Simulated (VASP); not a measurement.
# Hg2H (F-43m) in VASP: further runs

Hg2H is run at these levels: PBE; tasks: single point, relaxation of cell and atoms.

Everything below comes from runs of VASP 6.6.1. Logs are shortened: lines on timing, memory, paths and dates and some standing lists are left out, and cuts for length are marked.

### 1 The cell of the first run

Symmetry: F-43m, No. 216, cubic system. Conventional cell: a = 7.540 Å, b = 7.540 Å, c = 7.540 Å, α = 90.00°, β = 90.00°, γ = 90.00°. Hg (site symmetry 3m) has 1 H at 1.90 Å and 3 Hg at 2.22 Å within 2.5 Å. H (site symmetry -43m) has 4 Hg at 1.90 Å within 2.5 Å. Within 4.2 Å of H (site symmetry -43m) lie 12 Hg at 3.18 Å and 4 H at 3.26 Å.

The cell was generated, and may not be a known phase.

### 2 Single point, PBE

File INCAR:

```
  PREC = Accurate
  ENCUT = 520
  EDIFF = 1E-6
  ISMEAR = 0
  SIGMA = 0.1
  LREAL = F
  LASPH = T
  NELM = 100
  ALGO = Normal
  ISIF = 2
  LWAVE = F
  LCHARG = F
  GGA = PE
  NBANDS = 34
```

File KPOINTS:

```
Automatic mesh
0
Gamma
  4 4 4
```

File POSCAR:

```
Hg2H
1.0
    0.0000000000      3.7699538600      3.7699538600
    3.7699538600      0.0000000000      3.7699538600
    3.7699538600      3.7699538600      0.0000000000
Hg H
4 2
Direct
    0.1458684000      0.1458684000      0.1458684000
    0.1458684000      0.1458684000      0.5623948000
    0.1458684000      0.5623948000      0.1458684000
    0.5623948000      0.1458684000      0.1458684000
    0.0000000000      0.0000000000      0.0000000000
    0.7500000000      0.7500000000      0.7500000000
```

Potentials or basis: VASP PAW PBE potentials, release 64 (Hg, H).

Run with:

```console
> cat potpaw_PBE.64/Hg/POTCAR potpaw_PBE.64/H/POTCAR > POTCAR
> mpirun -np 1 vasp_std > vasp.out
```

OUTCAR:

```text
PREC = Accurate
   ENCUT = 520
   EDIFF = 1E-6
   ISMEAR = 0
   LREAL = F
   LASPH = T
   NELM = 100
   ISIF = 2
   GGA = PE

 ion  position               nearest neighbor table
   1  0.146  0.146  0.146-   5 1.90   3 2.22   4 2.22   2 2.22   2 3.11   3 3.11   4 3.11
   2  0.146  0.146  0.562-   5 1.90   3 2.22   4 2.22   1 2.22   1 3.11   3 3.11   4 3.11
   3  0.146  0.562  0.146-   5 1.90   2 2.22   4 2.22   1 2.22   1 3.11   2 3.11   4 3.11
   4  0.562  0.146  0.146-   5 1.90   2 2.22   3 2.22   1 2.22   2 3.11   3 3.11   1 3.11
   5  0.000  0.000  0.000-   1 1.90   2 1.90   3 1.90   4 1.90
   6  0.750  0.750  0.750-

  LATTYP: Found a face centered cubic cell.
 ALAT       =     7.5399077200

  Lattice vectors:

 A1 = (   0.0000000000,   3.7699538600,   3.7699538600)
 A2 = (   3.7699538600,   0.0000000000,   3.7699538600)
 A3 = (   3.7699538600,   3.7699538600,   0.0000000000)

Analysis of symmetry for initial positions (statically):
=====================================================================
 Subroutine PRICEL returns:
 Original cell was already a primitive cell.

 Routine SETGRP: Setting up the symmetry group for a
 face centered cubic supercell.

 Subroutine GETGRP returns: Found 24 space group operations
 (whereof 24 operations were pure point group operations)
 out of a pool of 48 trial point group operations.

The static configuration has the point symmetry T_d .

Analysis of symmetry for dynamics (positions and initial velocities):
=====================================================================
 Subroutine PRICEL returns:
 Original cell was already a primitive cell.

 Routine SETGRP: Setting up the symmetry group for a
 face centered cubic supercell.

 Subroutine GETGRP returns: Found 24 space group operations
 (whereof 24 operations were pure point group operations)
 out of a pool of 48 trial point group operations.

The dynamic configuration has the point symmetry T_d .

 Subroutine INISYM returns: Found 24 space group operations
 (whereof 24 operations are pure point group operations),
 and found     1 'primitive' translations

----------------------------------------------------------------------------------------

                                     Primitive cell

  volume of cell :     107.1613

  direct lattice vectors                    reciprocal lattice vectors
     0.000000000  3.769953860  3.769953860    -0.132627618  0.132627618  0.132627618
     3.769953860  0.000000000  3.769953860     0.132627618 -0.132627618  0.132627618
     3.769953860  3.769953860  0.000000000     0.132627618  0.132627618 -0.132627618

  length of vectors
     5.331519878  5.331519878  5.331519878     0.229717773  0.229717773  0.229717773

  position of ions in fractional coordinates (direct lattice)
     0.145868400  0.145868400  0.145868400
     0.145868400  0.145868400  0.562394800
     0.145868400  0.562394800  0.145868400
     0.562394800  0.145868400  0.145868400
     0.000000000  0.000000000  0.000000000
     0.750000000  0.750000000  0.750000000

  ion indices of the primitive-cell ions
   primitive index   ion index
                 1           1
                 2           2
                 3           3
                 4           4
                 5           5
                 6           6

----------------------------------------------------------------------------------------

 KPOINTS: Automatic mesh

Automatic generation of k-mesh.
 Grid dimensions read from file:
 generate k-points for:    4    4    4

 Generating k-lattice:

  Cartesian coordinates                     Fractional coordinates (reciprocal lattice)
    -0.033156904  0.033156904  0.033156904     0.250000000  0.000000000  0.000000000
     0.033156904 -0.033156904  0.033156904     0.000000000  0.250000000  0.000000000
     0.033156904  0.033156904 -0.033156904     0.000000000  0.000000000  0.250000000

  Length of vectors
     0.057429443  0.057429443  0.057429443

  Shift w.r.t. Gamma in fractional coordinates (k-lattice)
     0.000000000  0.000000000  0.000000000

 Subroutine IBZKPT returns following result:
 ===========================================

 Found      8 irreducible k-points:

 Following reciprocal coordinates:
            Coordinates               Weight
  0.000000  0.000000  0.000000      1.000000
  0.250000  0.000000  0.000000      8.000000
  0.500000  0.000000  0.000000      4.000000
  0.250000  0.250000  0.000000      6.000000
  0.500000  0.250000  0.000000     24.000000
 -0.250000  0.250000  0.000000     12.000000
  0.500000  0.500000  0.000000      3.000000
 -0.250000  0.500000  0.250000      6.000000
   k-points           NKPTS =      8   k-points in BZ     NKDIM =      8   number of bands    NBANDS=     34
   number of dos      NEDOS =    301   number of ions     NIONS =      6
   total plane-waves  NPLWV =  64000
   dimension x,y,z NGX =    40 NGY =   40 NGZ =   40
   dimension x,y,z NGXF=    80 NGYF=   80 NGZF=   80
   ions per type =               4   2
   NGX,Y,Z   is equivalent  to a cutoff of  12.47, 12.47, 12.47 a.u.
   NGXF,Y,Z  is equivalent  to a cutoff of  24.95, 24.95, 24.95 a.u.
 SYSTEM =  unknown system
   PREC   = accura    normal or accurate (medium, high low for compatibility)
   ISTART =      0    job   : 0-new  1-cont  2-samecut
   ICHARG =      2    charge: 1-file 2-atom 10-const
   ISPIN  =      1    spin polarized calculation?
   LNONCOLLINEAR =      F non collinear calculations
   LSORBIT =      F    spin-orbit coupling
   LASPH  =      T    aspherical Exc in radial PAW
   ENCUT  =  520.0 eV  38.22 Ry    6.18 a.u.   9.91  9.91  9.91*2*pi/ulx,y,z
   NELM   =    100;   NELMIN=  2; NELMDL= -5     # of ELM steps
   EDIFF  = 0.1E-05   stopping-criterion for ELM
   LREAL  =      F    real-space projection
   EDIFFG = 0.1E-04   stopping-criterion for IOM
   NSW    =      0    number of steps for IOM
   IBRION =     -1    ionic relax: 0-MD 1-quasi-New 2-CG
   NFREE  =      0    steps in history (QN), initial steepest desc. (CG)
   ISIF   =      2    stress and relaxation
   ISYM   =      2    0-nonsym 1-usesym 2-fastsym
   POTIM  = 0.5000    time-step for ionic-motion
   TEBEG  =    0.0;   TEEND  =   0.0 temperature during run
   PSTRESS=    0.0 pullay stress
   NELECT =      50.0000    total number of electrons
   NUPDOWN=      -1.0000    fix difference up-down
   EMIN   =  10.00;   EMAX   =-10.00  energy-range for DOS
   EFERMI =   0.00;   METHOD = LEGACY
   ISMEAR =     0;   SIGMA  =   0.10  broadening in eV -4-tet -1-fermi 0-gaus
   EFERMI_NEDOS =   21; number of points for ismear=-14 and -15
   IALGO  =     38    algorithm
   IMIX   =      4    mixing-type and parameters
     AMIX     =   0.40;   BMIX     =  1.00
     AMIX_MAG =   1.60;   BMIX_MAG =  1.00
  volume/ion in A,a.u.               =      17.86       120.53
  Fermi-wavevector in a.u.,A,eV,Ry     =   1.269752  2.399483 21.936256  1.612269
  Thomas-Fermi vector in A             =   2.402776
   LORBIT       =      0    0 simple, 1 ext, 2 COOP (PROOUT), +10 PAW based schemes
   GGA     = PE    functional components
   LHFCALC =     F    Hartree Fock is set to
   AEXX    =    0.0000 exact exchange contribution
   IVDW    =     0    specifies the selected vdW correction
   LEPSILON=     F    determine dielectric tensor
   LRPA    =     F    only Hartree local field effects (RPA)
 non-spin polarized calculation
 Gauss-broadening in eV      SIGMA  =   0.10
  energy-cutoff  :      520.00
  volume of cell :      107.16
 maximum number of plane-waves:      2894
   NGX = 19   NGY = 19   NGZ = 19

 number of electron      50.0000001 magnetization

 Free energy of the ion-electron system (eV)
  ---------------------------------------------------
  ext. energy  EPLUGINS =         0.00000000
  ---------------------------------------------------
  free energy    TOTEN  =        11.80774673 eV

  energy without entropy =       11.81744564  energy(sigma->0) =       11.81259618

 E-fermi :   2.6877     XC(G=0): -10.0385

 val. band max:        2.5934568087   @ k =  -0.2500   0.5000   0.2500
 cond. band min:       2.7850482152   @ k =   0.2500   0.0000   0.0000
 fundamental gap:      0.1915914065
 Fermi energy:         2.6876633394

 k-point     1 :       0.0000    0.0000    0.0000
  band No.  band energies     occupation
      1     -13.1762      2.00000
      2      -9.6947      2.00000
      3      -9.6947      2.00000
      4      -9.6947      2.00000
      5      -8.4831      2.00000
      6      -8.4831      2.00000
[... 26 lines left out ...]
     33      10.4598      0.00000
     34      10.4598      0.00000

 k-point     2 :       0.2500    0.0000    0.0000
  band No.  band energies     occupation
      1     -12.8629      2.00000
      2      -9.6642      2.00000
      3      -9.5448      2.00000
      4      -9.5448      2.00000
      5      -8.3809      2.00000
      6      -8.3809      2.00000
[... 26 lines left out ...]
     33      11.0632      0.00000
     34      12.0312      0.00000

 k-point     3 :       0.5000    0.0000    0.0000
  band No.  band energies     occupation
      1     -12.4861      2.00000
      2      -9.6225      2.00000
      3      -9.3948      2.00000
      4      -9.3948      2.00000
      5      -8.2447      2.00000
      6      -8.2447      2.00000
[... 26 lines left out ...]
     33      11.1144      0.00000
     34      11.1144      0.00000

 k-point     4 :       0.2500    0.2500    0.0000
  band No.  band energies     occupation
      1     -12.7399      2.00000
      2      -9.7273      2.00000
      3      -9.4614      2.00000
      4      -9.4614      2.00000
      5      -8.4547      2.00000
      6      -8.2562      2.00000
[... 26 lines left out ...]
     33      11.0424      0.00000
     34      11.2441      0.00000

 k-point     5 :       0.5000    0.2500    0.0000
  band No.  band energies     occupation
      1     -12.3139      2.00000
      2      -9.7261      2.00000
      3      -9.3528      2.00000
      4      -9.2878      2.00000
      5      -8.3546      2.00000
      6      -8.1359      2.00000
[... 26 lines left out ...]
     33      11.3819      0.00000
     34      11.4721      0.00000

 k-point     6 :      -0.2500    0.2500    0.0000
  band No.  band energies     occupation
      1     -12.4727      2.00000
      2      -9.6508      2.00000
      3      -9.4339      2.00000
      4      -9.3636      2.00000
      5      -8.2957      2.00000
      6      -8.2684      2.00000
[... 26 lines left out ...]
     33      10.5146      0.00000
     34      12.3931      0.00000

 k-point     7 :       0.5000    0.5000    0.0000
  band No.  band energies     occupation
      1     -12.1295      2.00000
      2      -9.8963      2.00000
      3      -9.1933      2.00000
      4      -9.1933      2.00000
      5      -8.4253      2.00000
      6      -7.9865      2.00000
[... 26 lines left out ...]
     33      11.5111      0.00000
     34      11.5146      0.00000

 k-point     8 :      -0.2500    0.5000    0.2500
  band No.  band energies     occupation
      1     -12.1262      2.00000
      2      -9.7701      2.00000
      3      -9.3762      2.00000
      4      -9.1962      2.00000
      5      -8.3289      2.00000
      6      -8.1114      2.00000
[... 26 lines left out ...]
     33      11.3690      0.00000
     34      12.1045      0.00000

------------------------ aborting loop because EDIFF is reached ----------------------------------------

  FORCE on cell =-STRESS in cart. coord.  units (eV):
  Direction    XX          YY          ZZ          XY          YZ          ZX
  --------------------------------------------------------------------------------------
  -------------------------------------------------------------------------------------
  Total       55.6106578     55.6106578     55.6106578      0.0000000      0.0000000      0.0000000
  in kB      831.4392342    831.4392342    831.4392342      0.0000000      0.0000000      0.0000000
  external PRESSURE =     831.4392342 kB  Pullay stress =       0.0000000 kB

 VOLUME and BASIS-vectors are now :
 -----------------------------------------------------------------------------
  energy-cutoff  :      520.00
  volume of cell :      107.16
      direct lattice vectors                 reciprocal lattice vectors
     0.000000000  3.769953860  3.769953860    -0.132627618  0.132627618  0.132627618
     3.769953860  0.000000000  3.769953860     0.132627618 -0.132627618  0.132627618
     3.769953860  3.769953860  0.000000000     0.132627618  0.132627618 -0.132627618

 POSITION                                       TOTAL-FORCE (eV/Angst)
 -----------------------------------------------------------------------------------
      1.09983      1.09983      1.09983       -15.407467    -15.407467    -15.407467
      2.67012      2.67012      1.09983        15.407467     15.407467    -15.407467
      2.67012      1.09983      2.67012        15.407467    -15.407467     15.407467
      1.09983      2.67012      2.67012       -15.407467     15.407467     15.407467
      0.00000      0.00000      0.00000         0.000000      0.000000      0.000000
      5.65493      5.65493      5.65493         0.000000      0.000000      0.000000
 -----------------------------------------------------------------------------------
    total drift:                                0.000000      0.000000      0.000000

  FREE ENERGIE OF THE ION-ELECTRON SYSTEM (eV)
  ---------------------------------------------------
  free  energy   TOTEN  =        11.8077467253 eV

  energy  without entropy=       11.8174456378  energy(sigma->0) =       11.81259618
```

It took 17 s on 1 thread of Intel Xeon 6975P-C (Granite Rapids), shared host; peak memory 0.25 GiB.

Results:

```yaml
Free_energy: 11.8077 eV
Pressure: 83.1 GPa
Largest_force: 26.687 eV/Å
Band_gap_on_the_k_mesh: zero (bands 25 and 26 overlap by 0.71 eV)
```

Forces in eV/Å, atoms in the order of the input:
```
Hg  -15.407 -15.407 -15.407
Hg   15.407  15.407 -15.407
Hg   15.407 -15.407  15.407
Hg  -15.407  15.407  15.407
H     0.000   0.000   0.000
H     0.000   0.000   0.000
```

Caveat: the k points lie up to 0.36 Å⁻¹ apart, too coarse for converged energies and pressures of a metal; spin-orbit coupling is left out, which moves the levels of the heavy elements; forces of over 1 eV/Å act on the atoms, so gaps and moduli don't describe the material at rest.

### 3 Single point, PBE

This run uses another cell than the first one, of 30.95 Å³/atom.

File INCAR:

```
SYSTEM = Hg2H
PREC     = Accurate       ! precision mode
ENCUT    = 520            ! plane-wave cutoff, eV
EDIFF    = 1E-7           ! SCF threshold, eV
ISMEAR   = 0              ! smearing method
SIGMA    = 0.1            ! smearing width, eV
LREAL    = .FALSE.        ! projectors in reciprocal space
LASPH    = .TRUE.         ! aspherical terms in the spheres
NELM     = 100            ! most SCF steps
ALGO     = Normal         ! electronic algorithm
ISIF     = 2              ! what is computed and relaxed
LWAVE    = .FALSE.        ! write WAVECAR
LCHARG   = .FALSE.        ! write CHGCAR
GGA      = PE             ! functional
NBANDS   = 34             ! bands
```

File KPOINTS:

```
Automatic mesh
0
G
  4 4 4
  0 0 0
```

File POSCAR:

```
Hg2H
1.0
    0.0000000000      4.5281999234      4.5281999234
    4.5281999234      0.0000000000      4.5281999234
    4.5281999234      4.5281999234      0.0000000000
Hg H
4 2
Direct
    0.1309646504      0.1309646504      0.1309646504
    0.1309646504      0.1309646504      0.6071060487
    0.1309646504      0.6071060487      0.1309646504
    0.6071060487      0.1309646504      0.1309646504
    0.0000000000      0.0000000000      0.0000000000
    0.7500000000      0.7500000000      0.7500000000
```

Potentials or basis: VASP PAW PBE potentials, release 64 (Hg, H).

Run with:

```console
> cat potpaw_PBE.64/Hg/POTCAR potpaw_PBE.64/H/POTCAR > POTCAR
> mpirun -np 1 vasp_std > vasp.out
```

OUTCAR:

```text
SYSTEM = Hg2H
   PREC = Accurate
   ENCUT = 520
   EDIFF = 1E-7
   ISMEAR = 0
   LREAL = .FALSE.
   LASPH = .TRUE.
   NELM = 100
   ISIF = 2
   GGA = PE

 ion  position               nearest neighbor table
   1  0.131  0.131  0.131-   5 2.05   3 3.05   4 3.05   2 3.05   2 3.35   3 3.35   4 3.35
   2  0.131  0.131  0.607-   5 2.05   3 3.05   4 3.05   1 3.05   1 3.35   3 3.35   4 3.35
   3  0.131  0.607  0.131-   5 2.05   2 3.05   4 3.05   1 3.05   1 3.35   2 3.35   4 3.35
   4  0.607  0.131  0.131-   5 2.05   2 3.05   3 3.05   1 3.05   2 3.35   3 3.35   1 3.35
   5  0.000  0.000  0.000-   1 2.05   2 2.05   3 2.05   4 2.05
[... 484 lines left out ...]
  -------------------------------------------------------------------------------------
  Total        0.4828355      0.4828355      0.4828355      0.0000000      0.0000000      0.0000000
  in kB        4.1658443      4.1658443      4.1658443      0.0000000      0.0000000      0.0000000
  external PRESSURE =       4.1658443 kB  Pullay stress =       0.0000000 kB

 VOLUME and BASIS-vectors are now :
 -----------------------------------------------------------------------------
  energy-cutoff  :      520.00
  volume of cell :      185.70
      direct lattice vectors                 reciprocal lattice vectors
     0.000000000  4.528199923  4.528199923    -0.110419153  0.110419153  0.110419153
     4.528199923  0.000000000  4.528199923     0.110419153 -0.110419153  0.110419153
     4.528199923  4.528199923  0.000000000     0.110419153  0.110419153 -0.110419153

 POSITION                                       TOTAL-FORCE (eV/Angst)
 -----------------------------------------------------------------------------------
      1.18607      1.18607      1.18607        -0.015346     -0.015346     -0.015346
      3.34213      3.34213      1.18607         0.015346      0.015346     -0.015346
      3.34213      1.18607      3.34213         0.015346     -0.015346      0.015346
      1.18607      3.34213      3.34213        -0.015346      0.015346      0.015346
      0.00000      0.00000      0.00000        -0.000000     -0.000000      0.000000
      6.79230      6.79230      6.79230        -0.000000     -0.000000      0.000000
 -----------------------------------------------------------------------------------
    total drift:                                0.000000      0.000000      0.000000

  FREE ENERGIE OF THE ION-ELECTRON SYSTEM (eV)
  ---------------------------------------------------
  free  energy   TOTEN  =        -3.4660675127 eV

  energy  without entropy=       -3.4623418797  energy(sigma->0) =       -3.46420470
```

stdout:

```text
POSCAR found type information on POSCAR HgH
 POSCAR found :  2 types and       6 ions
 scaLAPACK will be used
 LDA part: xc-table for (Slater+PW92), standard interpolation
 POSCAR, INCAR and KPOINTS ok, starting setup
 FFT: planning ... GRIDC
 FFT: planning ... GRID_SOFT
 FFT: planning ... GRID
 WAVECAR not read
 entering main loop
```

It took 29 s on 1 thread of Intel Xeon 6975P-C (Granite Rapids), shared host; peak memory 0.32 GiB.

Results:

```yaml
Free_energy: -3.4661 eV
Pressure: 0.4 GPa
Largest_force: 0.027 eV/Å
Band_gap_on_the_k_mesh: 0.01 eV (least direct gap 0.52 eV)
```

Forces on the atoms (eV/Å):
```
Hg  -0.015 -0.015 -0.015
Hg   0.015  0.015 -0.015
Hg   0.015 -0.015  0.015
Hg  -0.015  0.015  0.015
H    0.000  0.000  0.000
H    0.000  0.000  0.000
```

Levels at points of the mesh, in eV from the valence-band top:
```csv
k point,band 23,band 24,band 25,band 26,band 27,band 28
"(0.00, 0.00, 0.00)",-0.51,-0.51,-0.51,0.01,1.60,1.60
"(0.50, 0.00, 0.00)",-1.09,-1.05,-1.05,0.67,2.24,2.24
"(0.50, 0.50, 0.00)",-1.68,-1.68,-0.58,0.56,2.67,3.75
```

Caveat: the smearing spreads over this small gap; spin-orbit coupling is left out, which moves the levels of the heavy elements.

[end of part 1 of 2]

The gap in the log of VASP goes by the Fermi energy; the results here count the filled bands.